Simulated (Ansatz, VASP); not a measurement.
One calculation of Te6Mo3H, two programs

Contents of INCAR:

```
SYSTEM = Te6Mo3H
PREC = Accurate
ENCUT = 400
EDIFF = 1E-6
ISMEAR = 0
SIGMA = 0.05
LREAL = .FALSE.
LASPH = .TRUE.
NELM = 120
ALGO = Normal
ISIF = 2
LWAVE = .FALSE.
LCHARG = .FALSE.
GGA = PS
IVDW = 12
NBANDS = 50
GGA_COMPAT = .FALSE.
```

File KPOINTS:

```
Automatic mesh
0
G
  9 9 2
  0 0 0
```

File POSCAR:

```
Te6Mo3H
1.0
    3.4334342720      0.0000000000      0.0000000000
   -1.7167171360      2.9734413017      0.0000000000
    0.0000000000      0.0000000000     20.7704294686
Te Mo H
6 3 1
Direct
    0.0000000000      0.0000000000      0.9125759363
    0.3333333333      0.6666666667      0.5917818730
    0.3333333333      0.6666666667      0.2333053354
    0.3333333333      0.6666666667      0.7666946646
    0.3333333333      0.6666666667      0.4082181270
    0.0000000000      0.0000000000      0.0874240637
    0.0000000000      0.0000000000      0.6791511892
    0.0000000000      0.0000000000      0.3208488108
    0.3333333333      0.6666666667      0.0000000000
    0.0310235033      0.1405117517      0.4190103014
```

Input for Ansatz:

```yaml
crystal:
  lattice:
    - [3.433434272, 0.0, 0.0]
    - [-1.716717136, 2.9734413017, 0.0]
    - [0.0, 0.0, 20.7704294686]
  atoms:
    - { symbol: Te, position: [0.0, 0.0, 0.9125759363] }
    - { symbol: Te, position: [0.3333333333, 0.6666666667, 0.591781873] }
    - { symbol: Te, position: [0.3333333333, 0.6666666667, 0.2333053354] }
    - { symbol: Te, position: [0.3333333333, 0.6666666667, 0.7666946646] }
    - { symbol: Te, position: [0.3333333333, 0.6666666667, 0.408218127] }
    - { symbol: Te, position: [0.0, 0.0, 0.0874240637] }
    - { symbol: Mo, position: [0.0, 0.0, 0.6791511892] }
    - { symbol: Mo, position: [0.0, 0.0, 0.3208488108] }
    - { symbol: Mo, position: [0.3333333333, 0.6666666667, 0.0] }
    - { symbol: H, position: [0.0310235033, 0.1405117517, 0.4190103014] }
basis:
  ecutwfc: 420
kpoints:
  mp_grid: { grid: [9, 9, 2] }
hamiltonian:
  xc: pbesol
  pseudopotentials: { kind: paw, azcp: { folder: soft_1 } }
  dispersion: d3bj
scf:
  occupations: { method: gaussian, width: 0.05 }
output:
  forces: true
  stress: true
  eigenvalues: true
  write_density: true
  write_potential: true
  elf: true
  volumetric_format: npy
```

Alike in both runs: task single point; functional PBEsol; dispersion D3(BJ); k mesh 9 × 9 × 2; occupations gaussian, width 0.05 eV; no spin polarisation.

|  | VASP | Ansatz |
| --- | --- | --- |
| version | VASP 6.6.1 | Ansatz 0.2.0 |
| potentials or method | VASP PAW PBE potentials, release 64 (Te, Mo_sv, H), cutoff 400 eV | scalar-relativistic, plane waves, PAW |
| valence electrons in the cell | 79 | 139 |

|  | VASP | Ansatz | Ansatz less VASP |
| --- | --- | --- | --- |
| gap on the k mesh at the Fermi level (eV) | none | none | - |
| pressure (GPa) | 3.5 | 3.6 | +0.03 |
| traceless stress, the component that is largest in VASP (GPa) | 2.65 | 2.57 | -0.076 |
| rms of the force components (eV/Å) | 0.827 | 0.789 | -0.0373 |

VASP's potentials were made for PBE, not for PBEsol, and Ansatz warns of the same on its side. Atom by atom the forces differ by 0.043 eV/Å (rms over components). A gap of «none» marks a metal or a gap that the smearing closes. VASP's potentials hold 79 valence electrons a cell and Ansatz's 139, so a difference there can come from the potentials and not from the codes.

Neither program's run includes spin-orbit coupling.
